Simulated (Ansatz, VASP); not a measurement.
**Pt in VASP and in Ansatz**

The input INCAR:

```
ALGO = Normal ; EDIFF = 1E-6
ENCUT = 520 ; GGA = PE
ISIF = 2 ; ISMEAR = 0
LASPH = True ; LCHARG = False
LREAL = False ; LWAVE = False
NBANDS = 11 ; NELM = 100
PREC = Accurate ; SIGMA = 0.15
```

Contents of KPOINTS:

```
k-points
0
Gamma
  22 22 22
```

Contents of POSCAR:

```
Pt
1.0
    0.0000000000      2.0111048932      2.0111048932
    2.0111048932      0.0000000000      2.0111048932
    2.0111048932      2.0111048932      0.0000000000
Pt
1
Direct
    0.0000000000      0.0000000000      0.0000000000
```

Input for Ansatz:

```yaml
crystal:
  lattice:
    - [0.0, 2.0111048932, 2.0111048932]
    - [2.0111048932, 0.0, 2.0111048932]
    - [2.0111048932, 2.0111048932, 0.0]
  atoms:
    - { symbol: Pt, position: [0.0, 0.0, 0.0] }
basis:
  ecutwfc: 420
kpoints:
  mp_grid: { grid: [22, 22, 22] }
hamiltonian:
  xc: pbe
  pseudopotentials: { kind: paw, azcp: { folder: soft_1 } }
scf:
  occupations: { method: gaussian, width: 0.15 }
output:
  forces: true
  stress: true
  eigenvalues: true
```

Alike in both runs: task single point; functional PBE; k mesh 22 × 22 × 22; occupations gaussian, width 0.15 eV; no spin polarisation.

|  | VASP | Ansatz |
| --- | --- | --- |
| version | VASP 6.6.1 | Ansatz 0.2.0 |
| potentials or method | VASP PAW PBE potentials, release 64 (Pt), cutoff 520 eV | scalar-relativistic, plane waves, PAW |
| valence electrons in the cell | 10 | 18 |

Ansatz gave:

```
gap on the k mesh at the Fermi level (eV) : none
pressure (GPa)                            : -8.7
```

Task: Which values does VASP return?

Result: gap on the k mesh at the Fermi level (eV): none; pressure (GPa): -9.1.

A gap of «none» marks a metal or a gap that the smearing closes. The functional is the same, so the differences come from potentials, cutoffs and numerics. VASP's potentials hold 10 valence electrons a cell and Ansatz's 18, so a difference there can come from the potentials and not from the codes.

Neither program's run includes spin-orbit coupling.
